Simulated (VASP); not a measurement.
# ZrSi3 in VASP: a series of runs

The runs below take ZrSi3 through single point, with PBEsol, PBEsol+U.

Program: VASP 6.6.1. These are calculated values, not measurements. Logs are shortened: lines on timing, memory, paths and dates and some standing lists are left out, and cuts for length are marked.

### 1 The cell of the first run

It takes space group Pm-3m (No. 221, cubic). Conventional cell: a = 3.977 Å, b = 3.977 Å, c = 3.977 Å, α = 90.00°, β = 90.00°, γ = 90.00°. Within 3.7 Å of Zr (site symmetry m-3m) lie 12 Si at 2.81 Å. Within 3.7 Å of Si (site symmetry 4/mmm) lie 4 Zr at 2.81 Å and 8 Si at 2.81 Å.

### 2 Single point, PBEsol (15.72 Å³/atom)

File INCAR:

```
  PREC = Accurate
  ENCUT = 520
  EDIFF = 1E-7
  ISMEAR = 0
  SIGMA = 0.05
  LREAL = F
  LASPH = T
  NELM = 100
  ALGO = Normal
  ISIF = 2
  LWAVE = F
  LCHARG = F
  GGA = PS
  NBANDS = 20
```

File KPOINTS:

```
Automatic mesh
0
Gamma
  8 8 8
```

File POSCAR:

```
ZrSi3
1.0
    3.9769388072      0.0000000000      0.0000000000
    0.0000000000      3.9769388072      0.0000000000
    0.0000000000      0.0000000000      3.9769388072
Zr Si
1 3
Direct
    0.0000000000      0.0000000000      0.0000000000
    0.0000000000      0.5000000000      0.5000000000
    0.5000000000      0.5000000000      0.0000000000
    0.5000000000      0.0000000000      0.5000000000
```

Potentials or basis: VASP PAW PBE potentials, release 64 (Zr_sv, Si).

The run is started by

```console
cat potpaw_PBE.64/Zr_sv/POTCAR potpaw_PBE.64/Si/POTCAR > POTCAR
mpirun -np 1 vasp_std > vasp.out
```

OUTCAR:

```text
PREC = Accurate
   ENCUT = 520
   EDIFF = 1E-7
   ISMEAR = 0
   LREAL = F
   LASPH = T
   NELM = 100
   ISIF = 2
   GGA = PS

 ion  position               nearest neighbor table
   1  0.000  0.000  0.000-   2 2.81   3 2.81   4 2.81   2 2.81   4 2.81   2 2.81   3 2.81   2 2.81
                             3 2.81   4 2.81   4 2.81   3 2.81
   2  0.000  0.500  0.500-   1 2.81   3 2.81   4 2.81   1 2.81   3 2.81   1 2.81   4 2.81   1 2.81
                             3 2.81   4 2.81   3 2.81   4 2.81
   3  0.500  0.500  0.000-   1 2.81   2 2.81   4 2.81   2 2.81   4 2.81   1 2.81   4 2.81   4 2.81
                             1 2.81   2 2.81   2 2.81   1 2.81
   4  0.500  0.000  0.500-   1 2.81   2 2.81   3 2.81   1 2.81   3 2.81   2 2.81   3 2.81   3 2.81
                             1 2.81   2 2.81   1 2.81   2 2.81

  LATTYP: Found a simple cubic cell.
 ALAT       =     3.9769388072

  Lattice vectors:

 A1 = (   3.9769388072,   0.0000000000,   0.0000000000)
 A2 = (   0.0000000000,   3.9769388072,   0.0000000000)
 A3 = (   0.0000000000,   0.0000000000,   3.9769388072)

Analysis of symmetry for initial positions (statically):
=====================================================================
 Subroutine PRICEL returns:
 Original cell was already a primitive cell.

 Routine SETGRP: Setting up the symmetry group for a
 simple cubic supercell.

 Subroutine GETGRP returns: Found 48 space group operations
 (whereof 48 operations were pure point group operations)
 out of a pool of 48 trial point group operations.

The static configuration has the point symmetry O_h .

Analysis of symmetry for dynamics (positions and initial velocities):
=====================================================================
 Subroutine PRICEL returns:
 Original cell was already a primitive cell.

 Routine SETGRP: Setting up the symmetry group for a
 simple cubic supercell.

 Subroutine GETGRP returns: Found 48 space group operations
 (whereof 48 operations were pure point group operations)
 out of a pool of 48 trial point group operations.

The dynamic configuration has the point symmetry O_h .

 Subroutine INISYM returns: Found 48 space group operations
 (whereof 48 operations are pure point group operations),
 and found     1 'primitive' translations

----------------------------------------------------------------------------------------

                                     Primitive cell

  volume of cell :      62.8994

  direct lattice vectors                    reciprocal lattice vectors
     3.976938807  0.000000000  0.000000000     0.251449682  0.000000000  0.000000000
[... 93 lines left out ...]
   NSW    =      0    number of steps for IOM
   IBRION =     -1    ionic relax: 0-MD 1-quasi-New 2-CG
   NFREE  =      0    steps in history (QN), initial steepest desc. (CG)
   ISIF   =      2    stress and relaxation
   ISYM   =      2    0-nonsym 1-usesym 2-fastsym
   POTIM  = 0.5000    time-step for ionic-motion
   TEBEG  =    0.0;   TEEND  =   0.0 temperature during run
   PSTRESS=    0.0 pullay stress
   NELECT =      24.0000    total number of electrons
   NUPDOWN=      -1.0000    fix difference up-down
   EMIN   =  10.00;   EMAX   =-10.00  energy-range for DOS
   EFERMI =   0.00;   METHOD = LEGACY
   ISMEAR =     0;   SIGMA  =   0.05  broadening in eV -4-tet -1-fermi 0-gaus
   EFERMI_NEDOS =   21; number of points for ismear=-14 and -15
   IALGO  =     38    algorithm
   IMIX   =      4    mixing-type and parameters
     AMIX     =   0.40;   BMIX     =  1.00
     AMIX_MAG =   1.60;   BMIX_MAG =  1.00
  volume/ion in A,a.u.               =      15.72       106.12
  Fermi-wavevector in a.u.,A,eV,Ry     =   1.187398  2.243857 19.183047  1.409914
  Thomas-Fermi vector in A             =   2.323550
   LORBIT       =      0    0 simple, 1 ext, 2 COOP (PROOUT), +10 PAW based schemes
   GGA     = PS    functional components
   LHFCALC =     F    Hartree Fock is set to
   AEXX    =    0.0000 exact exchange contribution
   IVDW    =     0    specifies the selected vdW correction
   LEPSILON=     F    determine dielectric tensor
   LRPA    =     F    only Hartree local field effects (RPA)
 non-spin polarized calculation
 Gauss-broadening in eV      SIGMA  =   0.05
  energy-cutoff  :      520.00
  volume of cell :       62.90
 maximum number of plane-waves:      1743
 NGX is ok and might be reduce to    30
   NGX = 15   NGY = 15   NGZ = 15

 number of electron      24.0000000 magnetization

 Free energy of the ion-electron system (eV)
  ---------------------------------------------------
  ext. energy  EPLUGINS =         0.00000000
  ---------------------------------------------------
  free energy    TOTEN  =       -27.31062661 eV

  energy without entropy =      -27.30858003  energy(sigma->0) =      -27.30960332

 E-fermi :  10.7004     XC(G=0): -11.4898

 val. band max:       10.6564567123   @ k =   0.2500   0.0000   0.0000
 cond. band min:      10.7068478683   @ k =   0.5000   0.1250   0.0000
 fundamental gap:      0.0503911560
 Fermi energy:        10.7003700858

 k-point     1 :       0.0000    0.0000    0.0000
  band No.  band energies     occupation
      1     -38.4945      2.00000
      2     -16.6359      2.00000
      3     -16.6359      2.00000
      4     -16.6359      2.00000
      5      -2.3526      2.00000
      6       4.7417      2.00000
[... 541 lines left out ...]
     19      16.0772      0.00000
     20      17.0567      0.00000

 [... further k-points ...]

------------------------ aborting loop because EDIFF is reached ----------------------------------------

  FORCE on cell =-STRESS in cart. coord.  units (eV):
  Direction    XX          YY          ZZ          XY          YZ          ZX
  --------------------------------------------------------------------------------------
  -------------------------------------------------------------------------------------
  Total       -0.8708664     -0.8708664     -0.8708664     -0.0000000      0.0000000      0.0000000
  in kB      -22.1827500    -22.1827500    -22.1827500     -0.0000000      0.0000000      0.0000000
  external PRESSURE =     -22.1827500 kB  Pullay stress =       0.0000000 kB

 VOLUME and BASIS-vectors are now :
 -----------------------------------------------------------------------------
  energy-cutoff  :      520.00
  volume of cell :       62.90
      direct lattice vectors                 reciprocal lattice vectors
     3.976938807  0.000000000  0.000000000     0.251449682  0.000000000  0.000000000
     0.000000000  3.976938807  0.000000000     0.000000000  0.251449682  0.000000000
     0.000000000  0.000000000  3.976938807     0.000000000  0.000000000  0.251449682

 POSITION                                       TOTAL-FORCE (eV/Angst)
 -----------------------------------------------------------------------------------
      0.00000      0.00000      0.00000         0.000000      0.000000      0.000000
      0.00000      1.98847      1.98847         0.000000      0.000000      0.000000
      1.98847      1.98847      0.00000         0.000000      0.000000      0.000000
      1.98847      0.00000      1.98847         0.000000      0.000000      0.000000
 -----------------------------------------------------------------------------------
    total drift:                               -0.000000     -0.000000      0.000000

  FREE ENERGIE OF THE ION-ELECTRON SYSTEM (eV)
  ---------------------------------------------------
  free  energy   TOTEN  =       -27.3106266094 eV

  energy  without entropy=      -27.3085800300  energy(sigma->0) =      -27.30960332
```

OSZICAR:

```text
N       E                     dE             d eps       ncg     rms          rms(c)
DAV:   1     0.112166773795E+03    0.11217E+03   -0.11578E+04  1400   0.111E+03
DAV:   2    -0.218693657965E+02   -0.13404E+03   -0.13051E+03  1652   0.250E+02
DAV:   3    -0.281403375359E+02   -0.62710E+01   -0.61818E+01  2284   0.433E+01
DAV:   4    -0.282910639439E+02   -0.15073E+00   -0.15048E+00  1756   0.623E+00
DAV:   5    -0.282958445759E+02   -0.47806E-02   -0.47803E-02  2104   0.966E-01    0.179E+01
DAV:   6    -0.273860372781E+02    0.90981E+00   -0.26511E+00  1648   0.929E+00    0.745E+00
DAV:   7    -0.273233371539E+02    0.62700E-01   -0.21564E-01  1872   0.239E+00    0.304E+00
DAV:   8    -0.273109005247E+02    0.12437E-01   -0.31124E-02  1796   0.934E-01    0.328E-01
DAV:   9    -0.273106137798E+02    0.28674E-03   -0.26725E-03  1804   0.339E-01    0.125E-01
DAV:  10    -0.273106305300E+02   -0.16750E-04   -0.19838E-04  1976   0.988E-02    0.587E-02
DAV:  11    -0.273106263392E+02    0.41908E-05   -0.16570E-05  1716   0.310E-02    0.699E-03
DAV:  12    -0.273106266246E+02   -0.28538E-06   -0.23067E-06  1684   0.111E-02    0.903E-04
DAV:  13    -0.273106266094E+02    0.15211E-07   -0.93401E-08  1064   0.201E-03
   1 F= -.27310627E+02 E0= -.27309603E+02  d E =-.204658E-02
```

Run time: 50 s. Hardware: 1 thread of Intel Xeon 8259CL, shared host; peak memory 0.19 GiB.

Results:

* Free energy: -27.3106 eV
* Pressure: -2.2 GPa
* Band gap on the k mesh: zero (bands 12 and 13 overlap by 2.38 eV)

Caveat: the PAW data sets were made with another functional, which shifts forces and pressure a little.

### 3 Single point, PBEsol (16.03 Å³/atom)

This run uses another cell than the first one, of 16.03 Å³/atom.

File INCAR:

```
PREC = Accurate
ENCUT = 520
EDIFF = 1E-6
ISMEAR = 0
SIGMA = 0.05
LREAL = False
LASPH = True
NELM = 100
ALGO = Normal
ISIF = 2
LWAVE = False
LCHARG = False
GGA = PS
NBANDS = 20
```

KPOINTS is that of step 2.

File POSCAR:

```
ZrSi3
1.0
    4.0027638088      0.0000000000      0.0000000000
    0.0000000000      4.0027638088      0.0000000000
    0.0000000000      0.0000000000      4.0027638088
Zr Si
1 3
Direct
    0.0000000000      0.0000000000      0.0000000000
    0.0000000000      0.5000000000      0.5000000000
    0.5000000000      0.5000000000      0.0000000000
    0.5000000000      0.0000000000      0.5000000000
```

Potentials or basis: VASP PAW PBE potentials, release 64 (Zr_sv, Si).

The run is started by

```console
cat potpaw_PBE.64/Zr_sv/POTCAR potpaw_PBE.64/Si/POTCAR > POTCAR
mpirun -np 1 vasp_std > vasp.out
```

Wall time 42 s (1 thread of Intel Xeon 8259CL, shared host); peak memory 0.19 GiB.

The run converged. Its results:

- Free energy: -27.2854 eV
- Pressure: -4.4 GPa
- Band gap on the k mesh: zero (bands 12 and 13 overlap by 2.33 eV)

Levels at points of the mesh, in eV from the Fermi level:
```tsv
k point	band 8	band 9	band 10	band 11	band 12	band 13	band 14	band 15	band 16	band 17
(0.00, 0.00, 0.00)	-3.99	-3.99	-3.99	-0.24	-0.24	-0.24	0.52	2.06	2.06	2.06
(0.50, 0.00, 0.00)	-4.27	-3.86	-3.67	-0.94	-0.94	-0.11	0.21	0.46	2.60	2.60
(0.50, 0.50, 0.00)	-6.45	-3.02	-3.02	-1.06	-0.99	0.74	0.74	1.05	1.27	3.54
(0.50, 0.50, 0.50)	-6.69	-4.68	-4.68	-4.68	0.45	1.67	1.67	3.35	3.35	3.35
```

Caveat: the cell stands under tension; the PAW data sets were made with another functional, which shifts forces and pressure a little.

(Part 1 of 2 ends here.)

The gap in the log of VASP goes by the Fermi energy; the results here count the filled bands.